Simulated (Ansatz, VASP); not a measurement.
One calculation of SiO2, two programs

```
Si O
1.0
     5.10538    0.00000    0.00000
    -2.55269    4.42139    0.00000
     0.00000    0.00000    5.41750
Si O
3 6
Direct
  0.00000 0.50000 0.33333
  0.50000 0.50000 0.66667
  0.50000 0.00000 0.00000
  0.58396 0.79198 0.83333
  0.79198 0.58396 0.50000
  0.79198 0.20802 0.16667
  0.41604 0.20802 0.83333
  0.20802 0.41604 0.50000
  0.20802 0.79198 0.16667
```

Change from the starting cell: strain +0.000 along x and y, -0.030 along z, atoms carried along.

Alike in both runs: task single point; functional PBE; k mesh 6 × 6 × 4; occupations gaussian, width 0.05 eV; no spin polarisation.

|  | VASP | Ansatz |
| --- | --- | --- |
| version | VASP 6.6.1 | Ansatz 0.2.0 |
| potentials or method | VASP PAW PBE potentials, release 64 (Si, O), cutoff 520 eV | scalar-relativistic, plane waves, PAW |
| valence electrons in the cell | 48 | 48 |

VASP gave:

- gap on the k mesh at the Fermi level (eV): 5.73
- least direct gap on the mesh (eV): 6.00
- pressure (GPa): 5.7
- traceless stress, the component that is largest in VASP (GPa): 1.30
- rms of the force components (eV/Å): 0.088

Task: What did Ansatz give for the same quantities?

Result: gap on the k mesh at the Fermi level (eV): 5.73; least direct gap on the mesh (eV): 6.00; pressure (GPa): 5.6; traceless stress, the component that is largest in VASP (GPa): 1.27; rms of the force components (eV/Å): 0.094.

Atom by atom the forces differ by 0.006 eV/Å (rms over components). With one functional, cell and mesh, what is left measures potentials, basis and numerics.
